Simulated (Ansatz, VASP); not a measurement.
## Zr2Ta in VASP and in Ansatz

```
Zr Ta
1.0
     0.00000    3.99555    3.99555
     3.99555    0.00000    3.99555
     3.99555    3.99555    0.00000
Zr Ta
4 2
Direct
  0.62500 0.62500 0.62500
  0.12500 0.62500 0.62500
  0.62500 0.62500 0.12500
  0.62500 0.12500 0.62500
  0.00000 0.00000 0.00000
  0.25000 0.25000 0.25000
```

Alike in both runs: functional PBE; k mesh 4 × 4 × 4; occupations gaussian, width 0.1 eV; no spin polarisation.

Ansatz relaxed the structure, and its values are those at the end. VASP's run is a single point on that final structure, the one shown.

|  | VASP | Ansatz |
| --- | --- | --- |
| version | VASP 6.6.1 | Ansatz 0.2.0 |
| potentials or method | VASP PAW PBE potentials, release 64 (Zr_sv, Ta_pv), cutoff 520 eV | scalar-relativistic, plane waves, PAW |
| valence electrons in the cell | 70 | 74 |

```csv
,VASP,Ansatz,Ansatz less VASP
gap on the k mesh at the Fermi level (eV),none,none,-
pressure (GPa),0.1,0.1,-0.04
```

A gap of «none» marks a metal or a gap that the smearing closes. VASP's potentials hold 70 valence electrons a cell and Ansatz's 74, so a difference there can come from the potentials and not from the codes.

Neither program's run includes spin-orbit coupling.
